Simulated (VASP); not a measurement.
# Hf (P6_3/mmc) in VASP: notebook

Runs on Hf. Level: PBEsol. Tasks: single point, relaxation of cell and atoms.

Everything below comes from runs of VASP 6.6.1. Logs are shortened: lines on timing, memory, paths and dates and some standing lists are left out, and cuts for length are marked.

### Step 1. The cell of the first run

The structure is hexagonal, space group P6_3/mmc (No. 194). The conventional cell has a = 3.160 Å, b = 3.160 Å, c = 4.996 Å, α = 90.00°, β = 90.00°, γ = 120.00°. Hf (site symmetry -6m2) has 12 Hf at 3.09 to 3.16 Å within 4.1 Å.

### Step 2. Single point, PBEsol

INCAR

```
PREC = Accurate
ENCUT = 520
EDIFF = 1E-6
ISMEAR = 0
SIGMA = 0.1
LREAL = False
LASPH = True
NELM = 80
ALGO = Normal
ISIF = 2
LWAVE = False
LCHARG = False
GGA = PS
NBANDS = 17
```

KPOINTS

```
regular mesh
0
Gamma
  15 15 8
```

POSCAR

```
Hf
1.0
    3.1602689557      0.0000000000      0.0000000000
   -1.5801344779      2.7368731984      0.0000000000
    0.0000000000      0.0000000000      4.9962244085
Hf
2
Direct
    0.3333333333      0.6666666667      0.2500000000
    0.6666666667      0.3333333333      0.7500000000
```

Potentials or basis: VASP PAW PBE potentials, release 64 (Hf_pv).

Command:

```bash
$ cat potpaw_PBE.64/Hf_pv/POTCAR > POTCAR
$ mpirun -np 1 vasp_std > vasp.out
```

OUTCAR:

```text
PREC = Accurate
   ENCUT = 520
   EDIFF = 1E-6
   ISMEAR = 0
   LREAL = False
   LASPH = True
   NELM = 80
   ISIF = 2
   GGA = PS

 ion  position               nearest neighbor table
   1  0.333  0.667  0.250-   2 3.09   2 3.09   2 3.09   2 3.09   2 3.09   2 3.09
   2  0.667  0.333  0.750-   1 3.09   1 3.09   1 3.09   1 3.09   1 3.09   1 3.09

  LATTYP: Found a hexagonal cell.
 ALAT       =     3.1602689557
 C/A-ratio  =     1.5809491149

  Lattice vectors:

 A1 = (   3.1602689557,   0.0000000000,   0.0000000000)
 A2 = (  -1.5801344779,   2.7368731984,   0.0000000000)
 A3 = (   0.0000000000,   0.0000000000,   4.9962244085)

Analysis of symmetry for initial positions (statically):
=====================================================================
 Subroutine PRICEL returns:
 Original cell was already a primitive cell.

 Routine SETGRP: Setting up the symmetry group for a
 hexagonal supercell.

 Subroutine GETGRP returns: Found 24 space group operations
 (whereof 12 operations were pure point group operations)
 out of a pool of 24 trial point group operations.

The static configuration has the point symmetry D_3d.
 The point group associated with its full space group is D_6h.

Analysis of symmetry for dynamics (positions and initial velocities):
=====================================================================
 Subroutine PRICEL returns:
 Original cell was already a primitive cell.

 Routine SETGRP: Setting up the symmetry group for a
 hexagonal supercell.

 Subroutine GETGRP returns: Found 24 space group operations
 (whereof 12 operations were pure point group operations)
 out of a pool of 24 trial point group operations.

The dynamic configuration has the point symmetry D_3d.
 The point group associated with its full space group is D_6h.

 Subroutine INISYM returns: Found 24 space group operations
 (whereof 12 operations are pure point group operations),
 and found     1 'primitive' translations

----------------------------------------------------------------------------------------

                                     Primitive cell

  volume of cell :      43.2136

  direct lattice vectors                    reciprocal lattice vectors
     3.160268956  0.000000000  0.000000000     0.316428764  0.182690232  0.000000000
    -1.580134478  2.736873198  0.000000000     0.000000000  0.365380464  0.000000000
     0.000000000  0.000000000  4.996224408     0.000000000  0.000000000  0.200151138

  length of vectors
     3.160268956  3.160268956  4.996224408     0.365380464  0.365380464  0.200151138

  position of ions in fractional coordinates (direct lattice)
     0.333333333  0.666666667  0.250000000
     0.666666667  0.333333333  0.750000000

  ion indices of the primitive-cell ions
   primitive index   ion index
                 1           1
                 2           2

----------------------------------------------------------------------------------------

 KPOINTS: regular mesh

Automatic generation of k-mesh.
 Grid dimensions read from file:
 generate k-points for:   15   15    8

 Generating k-lattice:

  Cartesian coordinates                     Fractional coordinates (reciprocal lattice)
     0.021095251  0.012179349  0.000000000     0.066666667  0.000000000  0.000000000
     0.000000000  0.024358698  0.000000000     0.000000000  0.066666667  0.000000000
     0.000000000  0.000000000  0.025018892     0.000000000  0.000000000  0.125000000

  Length of vectors
     0.024358698  0.024358698  0.025018892

  Shift w.r.t. Gamma in fractional coordinates (k-lattice)
     0.000000000  0.000000000  0.000000000

 Subroutine IBZKPT returns following result:
 ===========================================

 Found    135 irreducible k-points:

 Following reciprocal coordinates:
            Coordinates               Weight
  0.000000  0.000000  0.000000      1.000000
  0.066667 -0.000000  0.000000      6.000000
  0.133333 -0.000000  0.000000      6.000000
  0.200000  0.000000  0.000000      6.000000
  0.266667 -0.000000  0.000000      6.000000
  0.333333  0.000000  0.000000      6.000000
[... 16 lines left out ...]
  0.333333  0.200000  0.000000     12.000000
  0.400000  0.200000  0.000000      6.000000
 [... further k-points ...]
   k-points           NKPTS =    135   k-points in BZ     NKDIM =    135   number of bands    NBANDS=     17
   number of dos      NEDOS =    301   number of ions     NIONS =      2
   total plane-waves  NPLWV =  23040
   dimension x,y,z NGX =    24 NGY =   24 NGZ =   40
   dimension x,y,z NGXF=    48 NGYF=   48 NGZF=   80
   ions per type =               2
   NGX,Y,Z   is equivalent  to a cutoff of  12.63, 12.63, 13.31 a.u.
   NGXF,Y,Z  is equivalent  to a cutoff of  25.25, 25.25, 26.62 a.u.
 SYSTEM =  unknown system
   PREC   = accura    normal or accurate (medium, high low for compatibility)
   ISTART =      0    job   : 0-new  1-cont  2-samecut
   ICHARG =      2    charge: 1-file 2-atom 10-const
   ISPIN  =      1    spin polarized calculation?
   LNONCOLLINEAR =      F non collinear calculations
   LSORBIT =      F    spin-orbit coupling
   LASPH  =      T    aspherical Exc in radial PAW
   ENCUT  =  520.0 eV  38.22 Ry    6.18 a.u.   5.88  5.88  9.29*2*pi/ulx,y,z
   NELM   =     80;   NELMIN=  2; NELMDL= -5     # of ELM steps
   EDIFF  = 0.1E-05   stopping-criterion for ELM
   LREAL  =      F    real-space projection
   EDIFFG = 0.1E-04   stopping-criterion for IOM
   NSW    =      0    number of steps for IOM
   IBRION =     -1    ionic relax: 0-MD 1-quasi-New 2-CG
   NFREE  =      0    steps in history (QN), initial steepest desc. (CG)
   ISIF   =      2    stress and relaxation
   ISYM   =      2    0-nonsym 1-usesym 2-fastsym
   POTIM  = 0.5000    time-step for ionic-motion
   TEBEG  =    0.0;   TEEND  =   0.0 temperature during run
   PSTRESS=    0.0 pullay stress
   NELECT =      20.0000    total number of electrons
   NUPDOWN=      -1.0000    fix difference up-down
   EMIN   =  10.00;   EMAX   =-10.00  energy-range for DOS
   EFERMI =   0.00;   METHOD = LEGACY
   ISMEAR =     0;   SIGMA  =   0.10  broadening in eV -4-tet -1-fermi 0-gaus
   EFERMI_NEDOS =   21; number of points for ismear=-14 and -15
   IALGO  =     38    algorithm
   IMIX   =      4    mixing-type and parameters
     AMIX     =   0.40;   BMIX     =  1.00
     AMIX_MAG =   1.60;   BMIX_MAG =  1.00
  volume/ion in A,a.u.               =      21.61       145.81
  Fermi-wavevector in a.u.,A,eV,Ry     =   1.266323  2.393004 21.817960  1.603575
  Thomas-Fermi vector in A             =   2.399530
   LORBIT       =      0    0 simple, 1 ext, 2 COOP (PROOUT), +10 PAW based schemes
   GGA     = PS    functional components
   LHFCALC =     F    Hartree Fock is set to
   AEXX    =    0.0000 exact exchange contribution
   IVDW    =     0    specifies the selected vdW correction
   LEPSILON=     F    determine dielectric tensor
   LRPA    =     F    only Hartree local field effects (RPA)
 non-spin polarized calculation
 Gauss-broadening in eV      SIGMA  =   0.10
  energy-cutoff  :      520.00
  volume of cell :       43.21
 maximum number of plane-waves:      1194
 NGX is ok and might be reduce to    24
   NGX = 11   NGY = 11   NGZ = 19

 number of electron      19.9999996 magnetization

 Free energy of the ion-electron system (eV)
  ---------------------------------------------------
  ext. energy  EPLUGINS =         0.00000000
  ---------------------------------------------------
  free energy    TOTEN  =       -21.01007264 eV

  energy without entropy =      -21.00262982  energy(sigma->0) =      -21.00635123

 E-fermi :   5.0070     XC(G=0): -11.5513

 val. band max:        4.9870306997   @ k =   0.0667   0.0667   0.1250
 cond. band min:       5.0200703770   @ k =   0.0667  -0.0000   0.5000
 fundamental gap:      0.0330396773
 Fermi energy:         5.0070425221

 k-point     1 :       0.0000    0.0000    0.0000
  band No.  band energies     occupation
      1     -26.0113      2.00000
      2     -25.1691      2.00000
      3     -25.1691      2.00000
      4     -25.0291      2.00000
      5     -25.0248      2.00000
      6     -25.0248      2.00000
[... 9 lines left out ...]
     16       7.6848      0.00000
     17      10.5141      0.00000

 k-point     2 :       0.0667   -0.0000    0.0000
  band No.  band energies     occupation
      1     -25.9983      2.00000
      2     -25.1971      2.00000
      3     -25.1785      2.00000
      4     -25.0545      2.00000
      5     -25.0351      2.00000
      6     -25.0284      2.00000
[... 9 lines left out ...]
     16       7.5479      0.00000
     17      10.6279      0.00000

 k-point     3 :       0.1333   -0.0000    0.0000
  band No.  band energies     occupation
      1     -25.9603      2.00000
      2     -25.2764      2.00000
      3     -25.2046      2.00000
      4     -25.1370      2.00000
      5     -25.0531      2.00000
      6     -25.0393      2.00000
[... 9 lines left out ...]
     16       7.5335      0.00000
     17      10.8914      0.00000

 k-point     4 :       0.2000    0.0000    0.0000
  band No.  band energies     occupation
      1     -25.9007      2.00000
      2     -25.3931      2.00000
      3     -25.2544      2.00000
      4     -25.2416      2.00000
      5     -25.0833      2.00000
      6     -25.0565      2.00000
[... 9 lines left out ...]
     16       8.1304      0.00000
     17      11.1788      0.00000
[... 343 lines left out ...]
      1     -25.6707      2.00000
      2     -25.6386      2.00000
      3     -25.5921      2.00000
      4     -25.3874      2.00000
      5     -25.2463      2.00000
      6     -25.2304      2.00000
[... 9 lines left out ...]
     16      11.1913      0.00000
     17      11.5559      0.00000

 k-point    23 :       0.3333    0.2000    0.0000
  band No.  band energies     occupation
      1     -25.7285      2.00000
      2     -25.5930      2.00000
      3     -25.5655      2.00000
      4     -25.4506      2.00000
      5     -25.3029      2.00000
      6     -25.2605      2.00000
[... 9 lines left out ...]
     16      11.1737      0.00000
     17      12.1354      0.00000

 k-point    24 :       0.4000    0.2000    0.0000
  band No.  band energies     occupation
      1     -25.7486      2.00000
      2     -25.5855      2.00000
      3     -25.5300      2.00000
      4     -25.4813      2.00000
      5     -25.3326      2.00000
      6     -25.2708      2.00000
[... 9 lines left out ...]
     16      11.1666      0.00000
     17      11.6620      0.00000

 [... further k-points ...]
[... 5 lines left out ...]
  --------------------------------------------------------------------------------------
  -------------------------------------------------------------------------------------
  Total       -0.0883415     -0.0883415     -0.1231084      0.0000000      0.0000000      0.0000000
  in kB       -3.2753264     -3.2753264     -4.5643363      0.0000000      0.0000000      0.0000000
  external PRESSURE =      -3.7049964 kB  Pullay stress =       0.0000000 kB

 VOLUME and BASIS-vectors are now :
 -----------------------------------------------------------------------------
  energy-cutoff  :      520.00
  volume of cell :       43.21
      direct lattice vectors                 reciprocal lattice vectors
     3.160268956  0.000000000  0.000000000     0.316428764  0.182690232  0.000000000
    -1.580134478  2.736873198  0.000000000     0.000000000  0.365380464  0.000000000
     0.000000000  0.000000000  4.996224408     0.000000000  0.000000000  0.200151138

 POSITION                                       TOTAL-FORCE (eV/Angst)
 -----------------------------------------------------------------------------------
     -0.00000      1.82458      1.24906        -0.000000      0.000000      0.000000
      1.58013      0.91229      3.74717         0.000000     -0.000000      0.000000
 -----------------------------------------------------------------------------------
    total drift:                               -0.000000      0.000000     -0.000000

  FREE ENERGIE OF THE ION-ELECTRON SYSTEM (eV)
  ---------------------------------------------------
  free  energy   TOTEN  =       -21.0100726402 eV

  energy  without entropy=      -21.0026298168  energy(sigma->0) =      -21.00635123
```

Wall time 72 s (1 thread of AMD EPYC 7R43 (Zen 3), shared host); peak memory 0.18 GiB.

Results:

* Free energy: -21.0101 eV
* Pressure: -0.4 GPa
* Band gap on the k mesh: zero (band 10 reaches 6.17 eV, above the bottom of band 11 at 4.56 eV)

Caveat: the PAW data sets were made with another functional, which shifts forces and pressure a little; spin-orbit coupling is left out, which moves the levels of the heavy elements.

### Step 3. Single point, PBEsol

INCAR

```
SYSTEM = Hf
PREC = Accurate ; ENCUT = 520
EDIFF = 1E-6 ; ISMEAR = -1
SIGMA = 0.15 ; LREAL = .False.
LASPH = .True. ; NELM = 100
ALGO = Normal ; ISIF = 2
LWAVE = .False. ; LCHARG = .False.
GGA = PS ; NBANDS = 17
```

KPOINTS

```
Automatic mesh
0
Gamma
  15 15 8
  0 0 0
```

POSCAR

```
Hf
1.0
    3.1570180161      0.0000000000      0.0000000000
   -1.5785090081      2.7340578021      0.0000000000
    0.0000000000      0.0000000000      5.0134366150
Hf
2
Direct
    0.3333333333      0.6666666667      0.2500000000
    0.6666666667      0.3333333333      0.7500000000
```

Potentials or basis: VASP PAW PBE potentials, release 64 (Hf_pv).

Command:

```bash
$ cat potpaw_PBE.64/Hf_pv/POTCAR > POTCAR
$ mpirun -np 1 vasp_std > vasp.out
```

OUTCAR:

```text
SYSTEM = Hf
   PREC = Accurate
   ENCUT = 520
   EDIFF = 1E-6
   ISMEAR = -1
   LREAL = .False.
   LASPH = .True.
   NELM = 100
   ISIF = 2
   GGA = PS

 ion  position               nearest neighbor table
   1  0.333  0.667  0.250-   2 3.10   2 3.10   2 3.10   2 3.10   2 3.10   2 3.10
   2  0.667  0.333  0.750-   1 3.10   1 3.10   1 3.10   1 3.10   1 3.10   1 3.10

  LATTYP: Found a hexagonal cell.
 ALAT       =     3.1570180161
 C/A-ratio  =     1.5880291431

  Lattice vectors:

 A1 = (   3.1570180161,   0.0000000000,   0.0000000000)
 A2 = (  -1.5785090081,   2.7340578021,   0.0000000000)
 A3 = (   0.0000000000,   0.0000000000,   5.0134366150)

Analysis of symmetry for initial positions (statically):
=====================================================================
 Subroutine PRICEL returns:
 Original cell was already a primitive cell.

 Routine SETGRP: Setting up the symmetry group for a
 hexagonal supercell.

 Subroutine GETGRP returns: Found 24 space group operations
 (whereof 12 operations were pure point group operations)
 out of a pool of 24 trial point group operations.

[... 163 lines left out ...]

 E-fermi :   4.9471     XC(G=0): -11.5445

 val. band max:        4.9202906826   @ k =   0.0667   0.0000   0.2500
 cond. band min:       4.9477043442   @ k =   0.0000   0.0000   0.3750
 fundamental gap:      0.0274136616
 Fermi energy:         4.9471015491

 k-point     1 :       0.0000    0.0000    0.0000
  band No.  band energies     occupation
      1     -26.0008      2.00000
      2     -25.1749      2.00000
      3     -25.1749      2.00000
      4     -25.0346      2.00000
      5     -25.0346      2.00000
      6     -25.0313      2.00000
[... 457 lines left out ...]
      4     -25.4900      2.00000
      5     -25.3282      2.00000
      6     -25.2845      2.00000
[... 9 lines left out ...]
     16      11.1130      0.00000
     17      11.6794      0.00000

 [... further k-points ...]

------------------------ aborting loop because EDIFF is reached ----------------------------------------

  FORCE on cell =-STRESS in cart. coord.  units (eV):
  Direction    XX          YY          ZZ          XY          YZ          ZX
  --------------------------------------------------------------------------------------
  -------------------------------------------------------------------------------------
  Total       -0.0859240     -0.0859240     -0.1143766      0.0000000      0.0000000     -0.0000000
  in kB       -3.1813001     -3.1813001     -4.2347462      0.0000000      0.0000000     -0.0000000
  external PRESSURE =      -3.5324488 kB  Pullay stress =       0.0000000 kB

 VOLUME and BASIS-vectors are now :
 -----------------------------------------------------------------------------
  energy-cutoff  :      520.00
  volume of cell :       43.27
      direct lattice vectors                 reciprocal lattice vectors
     3.157018016  0.000000000  0.000000000     0.316754607  0.182878357  0.000000000
    -1.578509008  2.734057802  0.000000000     0.000000000  0.365756715  0.000000000
     0.000000000  0.000000000  5.013436615     0.000000000  0.000000000  0.199463976

 POSITION                                       TOTAL-FORCE (eV/Angst)
 -----------------------------------------------------------------------------------
     -0.00000      1.82271      1.25336         0.000000     -0.000000      0.000000
      1.57851      0.91135      3.76008        -0.000000      0.000000      0.000000
 -----------------------------------------------------------------------------------
    total drift:                               -0.000000      0.000000     -0.000000

  FREE ENERGIE OF THE ION-ELECTRON SYSTEM (eV)
  ---------------------------------------------------
  free  energy   TOTEN  =       -21.0685908072 eV

  energy  without entropy=      -20.9325297400  energy(sigma->0) =      -21.00056027
```

Run time: 60 s. Hardware: 1 thread of AMD EPYC 7R43 (Zen 3), shared host; peak memory 0.18 GiB.

Results:

```
Free energy            : -21.0686 eV
Pressure               : -0.4 GPa
Band gap on the k mesh : zero (band 10 reaches 6.17 eV, above the bottom of band 11 at 4.55 eV)
```

Caveat: the PAW data sets were made with another functional, which shifts forces and pressure a little; spin-orbit coupling is left out, which moves the levels of the heavy elements.

### Step 4. Relaxation of cell and atoms, PBEsol

INCAR

```
SYSTEM = Hf
PREC     = Accurate       ! precision mode
ENCUT    = 600            ! plane-wave cutoff, eV
EDIFF    = 1E-6           ! SCF threshold, eV
ISMEAR   = -1             ! smearing method
SIGMA    = 0.15           ! smearing width, eV
LREAL    = .FALSE.        ! projectors in reciprocal space
LASPH    = .TRUE.         ! aspherical terms in the spheres
NELM     = 100            ! most SCF steps
ALGO     = Normal         ! electronic algorithm
ISIF     = 3              ! what is computed and relaxed
LWAVE    = .FALSE.        ! write WAVECAR
LCHARG   = .FALSE.        ! write CHGCAR
GGA      = PS             ! functional
IBRION   = 2              ! ionic algorithm
NSW      = 80             ! ionic steps
EDIFFG   = -0.001         ! ionic threshold
```

KPOINTS

```
Automatic mesh
0
G
  15 15 8
  0 0 0
```

POSCAR

```
Hf
1.0
    3.1602689559      0.0000000000      0.0000000000
   -1.5801344779      2.7368731986      0.0000000000
    0.0000000000      0.0000000000      4.9962244078
Hf
2
Direct
    0.3333333333      0.6666666667      0.2500000000
    0.6666666667      0.3333333333      0.7500000000
```

Command:

```bash
$ cat potpaw_PBE.64/Hf_pv/POTCAR > POTCAR
$ mpirun -np 1 vasp_std > vasp.out
```

Run time: 2.6 min. Hardware: 1 thread of AMD EPYC 7R13 (Zen 3), shared host; peak memory 0.22 GiB.

Results (log left out):

| Property | Result |
| --- | --- |
| Free energy | -21.0691 eV |
| Relaxed volume | 21.57 Å³/atom |
| Relaxed cell | a = 3.154 Å, b = 3.154 Å, c = 5.006 Å, α = 90.00°, β = 90.00°, γ = 120.00° |
| Space group after relaxing (to 0.05 Å) | P6_3/mmc (No. 194) |
| Energy gained by relaxing | 0.1 meV/atom |
| Ionic steps | 5 |
| Pressure after relaxing | 0.0 GPa |
| Band gap on the k mesh | zero (band 10 reaches 6.19 eV, above the bottom of band 11 at 4.57 eV) |

Step by step:
| step | energy change (eV) | largest force (eV/Å) | pressure (GPa) | volume (Å³) |
| --- | --- | --- | --- | --- |
| 1 | 0.0000 | 0.0000 | -0.18 | 43.21 |
| 2 | -0.0002 | 0.0000 | 0.19 | 43.06 |
| 3 | -0.0002 | 0.0000 | 0.12 | 43.09 |
| 4 | -0.0002 | 0.0000 | -0.03 | 43.15 |
| 5 | -0.0002 | 0.0000 | 0.01 | 43.13 |

Final structure:
```
Hf
1.0
     3.15419    0.00000    0.00000
    -1.57709    2.73161    0.00000
     0.00000    0.00000    5.00604
Hf
2
Direct
  0.33333 0.66667 0.25000
  0.66667 0.33333 0.75000
```

Levels at points of the mesh, in eV from the Fermi level:
```tsv
k point	band 8	band 9	band 10	band 11	band 12	band 13
(0.00, 0.00, 0.00)	-3.80	0.82	1.22	1.22	1.48	2.08
(0.00, 0.00, 0.50)	-5.43	0.17	0.17	1.12	1.12	1.12
```

Caveat: the PAW data sets were made with another functional, which shifts forces and pressure a little; spin-orbit coupling is left out, which moves the levels of the heavy elements.

(Continued in part 2 of 2.)
